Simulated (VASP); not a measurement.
# ReP2 (CdI2 type) (P-3m1) in VASP: further runs

The runs below take ReP2 (CdI2 type) through single point, relaxation of cell and atoms, with PBE.

All numbers are computed with VASP 6.6.1; they aren't measurements. Logs are shortened: lines on timing, memory, paths and dates and some standing lists are left out, and cuts for length are marked.

## Step 1: The cell of the first run

The structure is trigonal, space group P-3m1 (No. 164). Conventional cell: a = 3.088 Å, b = 3.088 Å, c = 5.150 Å, α = 90.00°, β = 90.00°, γ = 120.00°. Re (site symmetry -3m) has 6 P at 2.45 Å and 6 Re at 3.09 Å within 3.2 Å. P (site symmetry 3m) has 3 Re at 2.45 Å and 9 P at 2.53 to 3.09 Å within 3.2 Å.

## Step 2: Single point, PBE

The input, INCAR:

```
PREC = Accurate
ENCUT = 520
EDIFF = 1E-7
ISMEAR = -1
SIGMA = 0.08
LREAL = F
LASPH = T
NELM = 100
ALGO = Normal
ISIF = 2
LWAVE = F
LCHARG = T
GGA = PE
LELF = T
LVHAR = T
NBANDS = 16
```

The input, KPOINTS:

```
Automatic mesh
0
Gamma
  12 12 7
```

The input, POSCAR:

```
ReP2
1.0
    3.0882765819      0.0000000000      0.0000000000
   -1.5441382909      2.6745259738      0.0000000000
    0.0000000000      0.0000000000      5.1501274434
Re P
1 2
Direct
    0.0000000000      0.0000000000      0.0000000000
    0.3333333333      0.6666666667      0.3253328333
    0.6666666667      0.3333333333      0.6746671667
```

Potentials or basis: VASP PAW PBE potentials, release 64 (Re, P).

Command:

```sh
cat potpaw_PBE.64/Re/POTCAR potpaw_PBE.64/P/POTCAR > POTCAR
mpirun -np 1 vasp_std > vasp.out
```

OUTCAR:

```text
PREC = Accurate
   ENCUT = 520
   EDIFF = 1E-7
   ISMEAR = -1
   LREAL = F
   LASPH = T
   NELM = 100
   ISIF = 2
   GGA = PE

 ion  position               nearest neighbor table
   1  0.000  0.000  0.000-   2 2.45   3 2.45   2 2.45   3 2.45   3 2.45   2 2.45
   2  0.333  0.667  0.325-   1 2.45   1 2.45   1 2.45   3 2.53   3 2.53   3 2.53
   3  0.667  0.333  0.675-   1 2.45   1 2.45   1 2.45   2 2.53   2 2.53   2 2.53

  LATTYP: Found a hexagonal cell.
 ALAT       =     3.0882765819
 C/A-ratio  =     1.6676380197

  Lattice vectors:

 A1 = (   3.0882765819,   0.0000000000,   0.0000000000)
 A2 = (  -1.5441382909,   2.6745259738,   0.0000000000)
 A3 = (   0.0000000000,   0.0000000000,   5.1501274434)

Analysis of symmetry for initial positions (statically):
=====================================================================
 Subroutine PRICEL returns:
 Original cell was already a primitive cell.

 Routine SETGRP: Setting up the symmetry group for a
 hexagonal supercell.

 Subroutine GETGRP returns: Found 12 space group operations
 (whereof 12 operations were pure point group operations)
 out of a pool of 24 trial point group operations.

The static configuration has the point symmetry D_3d.

Analysis of symmetry for dynamics (positions and initial velocities):
=====================================================================
 Subroutine PRICEL returns:
 Original cell was already a primitive cell.

 Routine SETGRP: Setting up the symmetry group for a
 hexagonal supercell.

 Subroutine GETGRP returns: Found 12 space group operations
 (whereof 12 operations were pure point group operations)
 out of a pool of 24 trial point group operations.

The dynamic configuration has the point symmetry D_3d.

 Subroutine INISYM returns: Found 12 space group operations
 (whereof 12 operations are pure point group operations),
 and found     1 'primitive' translations

----------------------------------------------------------------------------------------

                                     Primitive cell

  volume of cell :      42.5384

  direct lattice vectors                    reciprocal lattice vectors
     3.088276582  0.000000000  0.000000000     0.323805195  0.186949016  0.000000000
    -1.544138291  2.674525974  0.000000000     0.000000000  0.373898033  0.000000000
     0.000000000  0.000000000  5.150127443     0.000000000  0.000000000  0.194169952

  length of vectors
     3.088276582  3.088276582  5.150127443     0.373898033  0.373898033  0.194169952

  position of ions in fractional coordinates (direct lattice)
     0.000000000  0.000000000  0.000000000
     0.333333333  0.666666667  0.325332833
     0.666666667  0.333333333  0.674667167

  ion indices of the primitive-cell ions
   primitive index   ion index
                 1           1
                 2           2
                 3           3

----------------------------------------------------------------------------------------

 KPOINTS: Automatic mesh

Automatic generation of k-mesh.
 Grid dimensions read from file:
 generate k-points for:   12   12    7

 Generating k-lattice:

  Cartesian coordinates                     Fractional coordinates (reciprocal lattice)
     0.026983766  0.015579085  0.000000000     0.083333333  0.000000000  0.000000000
     0.000000000  0.031158169  0.000000000     0.000000000  0.083333333  0.000000000
     0.000000000  0.000000000  0.027738565     0.000000000  0.000000000  0.142857143

  Length of vectors
     0.031158169  0.031158169  0.027738565

  Shift w.r.t. Gamma in fractional coordinates (k-lattice)
     0.000000000  0.000000000  0.000000000

 Subroutine IBZKPT returns following result:
 ===========================================

 Found    112 irreducible k-points:

 Following reciprocal coordinates:
            Coordinates               Weight
  0.000000  0.000000  0.000000      1.000000
  0.083333  0.000000  0.000000      6.000000
  0.166667  0.000000  0.000000      6.000000
  0.250000 -0.000000  0.000000      6.000000
  0.333333 -0.000000  0.000000      6.000000
  0.416667  0.000000  0.000000      6.000000
[... 16 lines left out ...]
  0.166667  0.000000  0.142857      6.000000
  0.000000  0.166667  0.142857      6.000000
 [... further k-points ...]
   k-points           NKPTS =    112   k-points in BZ     NKDIM =    112   number of bands    NBANDS=     16
   number of dos      NEDOS =    301   number of ions     NIONS =      3
   total plane-waves  NPLWV =  23040
   dimension x,y,z NGX =    24 NGY =   24 NGZ =   40
   dimension x,y,z NGXF=    48 NGYF=   48 NGZF=   80
   ions per type =               1   2
   NGX,Y,Z   is equivalent  to a cutoff of  12.92, 12.92, 12.91 a.u.
   NGXF,Y,Z  is equivalent  to a cutoff of  25.84, 25.84, 25.82 a.u.
 SYSTEM =  unknown system
   PREC   = accura    normal or accurate (medium, high low for compatibility)
   ISTART =      0    job   : 0-new  1-cont  2-samecut
   ICHARG =      2    charge: 1-file 2-atom 10-const
   ISPIN  =      1    spin polarized calculation?
   LNONCOLLINEAR =      F non collinear calculations
   LSORBIT =      F    spin-orbit coupling
   LASPH  =      T    aspherical Exc in radial PAW
   ENCUT  =  520.0 eV  38.22 Ry    6.18 a.u.   5.74  5.74  9.58*2*pi/ulx,y,z
   NELM   =    100;   NELMIN=  2; NELMDL= -5     # of ELM steps
   EDIFF  = 0.1E-06   stopping-criterion for ELM
   LREAL  =      F    real-space projection
   EDIFFG = 0.1E-05   stopping-criterion for IOM
   NSW    =      0    number of steps for IOM
   IBRION =     -1    ionic relax: 0-MD 1-quasi-New 2-CG
   NFREE  =      0    steps in history (QN), initial steepest desc. (CG)
   ISIF   =      2    stress and relaxation
   ISYM   =      2    0-nonsym 1-usesym 2-fastsym
   POTIM  = 0.5000    time-step for ionic-motion
   TEBEG  =    0.0;   TEEND  =   0.0 temperature during run
   PSTRESS=    0.0 pullay stress
   NELECT =      17.0000    total number of electrons
   NUPDOWN=      -1.0000    fix difference up-down
   EMIN   =  10.00;   EMAX   =-10.00  energy-range for DOS
   EFERMI =   0.00;   METHOD = LEGACY
   ISMEAR =    -1;   SIGMA  =   0.08  broadening in eV -4-tet -1-fermi 0-gaus
   EFERMI_NEDOS =   21; number of points for ismear=-14 and -15
   IALGO  =     38    algorithm
   IMIX   =      4    mixing-type and parameters
     AMIX     =   0.40;   BMIX     =  1.00
     AMIX_MAG =   1.60;   BMIX_MAG =  1.00
  volume/ion in A,a.u.               =      14.18        95.69
  Fermi-wavevector in a.u.,A,eV,Ry     =   1.205862  2.278748 19.784263  1.454102
  Thomas-Fermi vector in A             =   2.341546
   LORBIT       =      0    0 simple, 1 ext, 2 COOP (PROOUT), +10 PAW based schemes
   GGA     = PE    functional components
   LHFCALC =     F    Hartree Fock is set to
   AEXX    =    0.0000 exact exchange contribution
   IVDW    =     0    specifies the selected vdW correction
   LEPSILON=     F    determine dielectric tensor
   LRPA    =     F    only Hartree local field effects (RPA)
 non-spin polarized calculation
  energy-cutoff  :      520.00
  volume of cell :       42.54
 maximum number of plane-waves:      1172
 NGX is ok and might be reduce to    24
   NGX = 11   NGY = 11   NGZ = 19

 number of electron      17.0000001 magnetization

 Free energy of the ion-electron system (eV)
  ---------------------------------------------------
  ext. energy  EPLUGINS =         0.00000000
  ---------------------------------------------------
  free energy    TOTEN  =       -23.52883266 eV

  energy without entropy =      -23.49794846  energy(sigma->0) =      -23.51339056

 E-fermi :   9.6608     XC(G=0): -12.2848

 val. band max:        9.6539149547   @ k =  -0.0833   0.3333   0.4286
 cond. band min:       9.6668586789   @ k =   0.0833   0.0833   0.0000
 fundamental gap:      0.0129437242
 Fermi energy:         9.6607530097

 k-point     1 :       0.0000    0.0000    0.0000
  band No.  band energies     occupation
      1      -5.9515      2.00000
      2      -0.7092      2.00000
      3       1.0104      2.00000
      4       6.2361      2.00000
      5       6.2361      2.00000
      6       7.5483      2.00000
[... 8 lines left out ...]
     15      17.9763      0.00000
     16      17.9763      0.00000

 k-point     2 :       0.0833    0.0000    0.0000
  band No.  band energies     occupation
      1      -5.8100      2.00000
      2      -0.6856      2.00000
      3       1.1928      2.00000
      4       6.0201      2.00000
      5       6.3426      2.00000
      6       7.5493      2.00000
[... 8 lines left out ...]
     15      17.7246      0.00000
     16      18.3837      0.00000

 k-point     3 :       0.1667    0.0000    0.0000
  band No.  band energies     occupation
      1      -5.3914      2.00000
      2      -0.6254      2.00000
      3       1.7138      2.00000
      4       5.4800      2.00000
      5       6.5971      2.00000
      6       7.2944      2.00000
[... 8 lines left out ...]
     15      18.5588      0.00000
     16      19.4724      0.00000

 k-point     4 :       0.2500   -0.0000    0.0000
  band No.  band energies     occupation
      1      -4.7133      2.00000
      2      -0.5650      2.00000
      3       2.4783      2.00000
      4       4.6162      2.00000
      5       6.3489      2.00000
      6       6.7744      2.00000
[... 8 lines left out ...]
     15      17.9497      0.00000
     16      20.0301      0.00000
[... 324 lines left out ...]
 k-point    22 :       0.0000    0.0833    0.1429
  band No.  band energies     occupation
      1      -5.7054      2.00000
      2      -1.3456      2.00000
      3       1.9384      2.00000
      4       6.0574      2.00000
      5       6.3243      2.00000
      6       7.4331      2.00000
[... 8 lines left out ...]
     15      17.6016      0.00000
     16      18.9416      0.00000

 k-point    23 :       0.1667    0.0000    0.1429
  band No.  band energies     occupation
      1      -5.2891      2.00000
      2      -1.1787      2.00000
      3       2.3604      2.00000
      4       5.4183      2.00000
      5       6.7144      2.00000
      6       7.2136      2.00000
[... 8 lines left out ...]
     15      18.7376      0.00000
     16      19.0146      0.00000

 k-point    24 :       0.0000    0.1667    0.1429
  band No.  band energies     occupation
      1      -5.2999      2.00000
      2      -1.0935      2.00000
      3       2.1995      2.00000
      4       5.6034      2.00000
      5       6.5005      2.00000
      6       7.1477      2.00000
[... 8 lines left out ...]
     15      17.6183      0.00000
     16      18.7105      0.00000

 [... further k-points ...]
[... 5 lines left out ...]
  --------------------------------------------------------------------------------------
  -------------------------------------------------------------------------------------
  Total        0.0769365      0.0769365      0.0838816      0.0000000      0.0000000      0.0000000
  in kB        2.8977573      2.8977573      3.1593406      0.0000000      0.0000000      0.0000000
  external PRESSURE =       2.9849518 kB  Pullay stress =       0.0000000 kB

 VOLUME and BASIS-vectors are now :
 -----------------------------------------------------------------------------
  energy-cutoff  :      520.00
  volume of cell :       42.54
      direct lattice vectors                 reciprocal lattice vectors
     3.088276582  0.000000000  0.000000000     0.323805195  0.186949016  0.000000000
    -1.544138291  2.674525974  0.000000000     0.000000000  0.373898033  0.000000000
     0.000000000  0.000000000  5.150127443     0.000000000  0.000000000  0.194169952

 POSITION                                       TOTAL-FORCE (eV/Angst)
 -----------------------------------------------------------------------------------
      0.00000      0.00000      0.00000        -0.000000      0.000000      0.000000
     -0.00000      1.78302      1.67551         0.000000     -0.000000      0.057517
      1.54414      0.89151      3.47462         0.000000      0.000000     -0.057517
 -----------------------------------------------------------------------------------
    total drift:                               -0.000000      0.000000      0.000000

  FREE ENERGIE OF THE ION-ELECTRON SYSTEM (eV)
  ---------------------------------------------------
  free  energy   TOTEN  =       -23.5288326610 eV

  energy  without entropy=      -23.4979484597  energy(sigma->0) =      -23.51339056
```

It took 27 s on 1 thread of Intel Xeon 6975P-C (Granite Rapids), shared host; peak memory 0.21 GiB.

Results:

| Property | Result |
| --- | --- |
| Free energy | -23.5288 eV |
| Pressure | 0.3 GPa |
| Largest force | 0.058 eV/Å |

Forces in eV/Å, atoms in the order of the input:
```
Re   0.000  0.000  0.000
P    0.000  0.000  0.058
P    0.000  0.000 -0.058
```

Levels at points of the mesh, in eV from the Fermi level:
```csv
k point,band 6,band 7,band 8,band 9,band 10,band 11
"(0.00, 0.00, 0.00)",-2.11,-1.05,-1.05,2.70,2.70,2.74
"(0.50, 0.00, 0.00)",-3.16,-2.67,-1.72,-1.46,1.30,2.46
```

Caveat: spin-orbit coupling is left out, which moves the levels of the heavy elements.

## Step 3: Relaxation of cell and atoms, PBE

This run uses another cell than the first one, of 18.47 Å³/atom, 1.302 times its volume.

The input, INCAR:

```
ALGO = Normal
EDIFF = 1E-6
EDIFFG = -0.005
ENCUT = 600
GGA = PE
IBRION = 2
ISIF = 3
ISMEAR = -1
LASPH = True
LCHARG = False
LREAL = False
LWAVE = False
NELM = 100
NSW = 100
PREC = Accurate
SIGMA = 0.08
```

The input, KPOINTS:

```
k-points
0
Gamma
  12 12 7
```

The input, POSCAR:

```
ReP2
1.0
    3.4195306558      0.0000000000      0.0000000000
   -1.7097653279      2.9614004169      0.0000000000
    0.0000000000      0.0000000000      5.4712490492
Re P
1 2
Direct
    0.0000000000      0.0000000000      0.0000000000
    0.3333333333      0.6666666667      0.2500000000
    0.6666666667      0.3333333333      0.7500000000
```

Potentials or basis: VASP PAW PBE potentials, release 64 (Re, P).

Command:

```sh
cat potpaw_PBE.64/Re/POTCAR potpaw_PBE.64/P/POTCAR > POTCAR
mpirun -np 1 vasp_std > vasp.out
```

Run time: 11 min. Hardware: 1 thread of Intel Xeon 6975P-C (Granite Rapids), shared host; peak memory 0.27 GiB.

It converged, with:

```yaml
Free_energy: -23.5314 eV
Relaxed_volume: 14.18 Å³/atom
Relaxed_cell: a = 3.090 Å, b = 3.090 Å, c = 5.147 Å, α = 90.00°, β = 90.00°, γ = 120.00°
Space_group_after_relaxing_to_0.05_Å: P-3m1 (No. 164)
Energy_gained_by_relaxing: 364.5 meV/atom
Ionic_steps: 27
Pressure_after_relaxing: 0.0 GPa
```

The path:
```tsv
step	energy change (eV)	largest force (eV/Å)	pressure (GPa)	volume (Å³)
1	0.0000	1.6224	-1.37	55.41
2	-0.4484	0.8879	-5.66	54.05
3	-0.6605	0.3330	-9.73	52.56
4	-0.7595	0.4049	2.78	47.35
5	-0.7754	0.2019	-1.07	48.67
6	-0.7961	0.4146	-0.17	48.30
7	-0.8246	0.9590	2.29	47.37
8	-0.8352	0.9295	1.71	47.37
9	-0.8629	0.8607	0.01	47.34
10	-0.9003	0.7363	-3.09	47.26
11	-0.8738	0.3451	-7.50	46.96
12	-0.9062	0.6788	-4.39	47.19
13	-0.9299	0.6370	-4.47	46.75
14	-0.9804	0.4691	-4.13	45.44
15	-0.9026	0.1283	0.26	42.83
16	-0.9844	0.4570	-3.26	44.91
17	-1.0294	0.4203	-1.98	44.22
18	-1.0858	0.3041	1.63	42.62
19	-1.0878	0.2672	2.69	42.22
20	-1.0928	0.0417	-0.51	42.63
21	-1.0932	0.0221	0.15	42.54
22	-1.0933	0.0190	0.06	42.57
23	-1.0934	0.0146	-0.07	42.60
24	-1.0934	0.0142	-0.02	42.58
25	-1.0934	0.0139	0.06	42.55
26	-1.0934	0.0060	0.02	42.55
27	-1.0934	0.0003	-0.02	42.55
```

Final structure:
```
CELL_PARAMETERS angstrom
3.08959 0.00000 0.00000
-1.54479 2.67566 0.00000
0.00000 0.00000 5.14711
ATOMIC_POSITIONS crystal
Re 0.00000 0.00000 0.00000
P 0.33333 0.66667 0.32610
P 0.66667 0.33333 0.67390
```

Levels at points of the mesh, in eV from the Fermi level:
| k point | band 5 | band 6 | band 7 | band 8 | band 9 | band 10 | band 11 | band 12 |
| --- | --- | --- | --- | --- | --- | --- | --- | --- |
| (0.00, 0.00, 0.00) | -3.41 | -2.10 | -1.04 | -1.04 | 2.66 | 2.66 | 2.74 | 2.74 |
| (0.50, 0.00, 0.00) | -4.74 | -3.14 | -2.65 | -1.74 | -1.47 | 1.31 | 2.47 | 3.35 |

Caveat: the volume moved by over 15 % at a fixed basis, so the end points are rough; spin-orbit coupling is left out, which moves the levels of the heavy elements.
